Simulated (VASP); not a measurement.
A run of VASP 6.6.1:

The input INCAR:

```
SYSTEM = ZrC
PREC = Accurate ; ENCUT = 600
EDIFF = 1E-6 ; ISMEAR = -1
SIGMA = 0.05 ; LREAL = .FALSE.
LASPH = .TRUE. ; NELM = 80
ALGO = Normal ; ISIF = 3
LWAVE = .FALSE. ; LCHARG = .FALSE.
GGA = CA ; IBRION = 2
NSW = 32 ; EDIFFG = -0.005
```

KPOINTS

```
Automatic mesh
0
G
  15 15 15
  0 0 0
```

Contents of POSCAR:

```
ZrC
1.0
    0.0000000000      2.3207235877      2.3207235877
    2.3207235877      0.0000000000      2.3207235877
    2.3207235877      2.3207235877      0.0000000000
Zr C
1 1
Direct
    0.5000000000      0.5000000000      0.5000000000
    0.0000000000      0.0000000000      0.0000000000
```

Potentials or basis: VASP PAW LDA potentials, release 64 (Zr_sv, C).

Command:

```bash
$ cat potpaw_LDA.64/Zr_sv/POTCAR potpaw_LDA.64/C/POTCAR > POTCAR
$ mpirun -np 1 vasp_std > vasp.out
```

Hardware: 1 thread of Intel(R) Xeon(R) 6975P-C (Granite Rapids), with other jobs on the host.

Task: How long does it take, and how much memory?

Result: Run time: 36 s on 1 thread of Intel(R) Xeon(R) 6975P-C (Granite Rapids), on a shared host, peak memory 0.18 GiB. Counts: scf iterations 25, k points 120, ion steps 3.
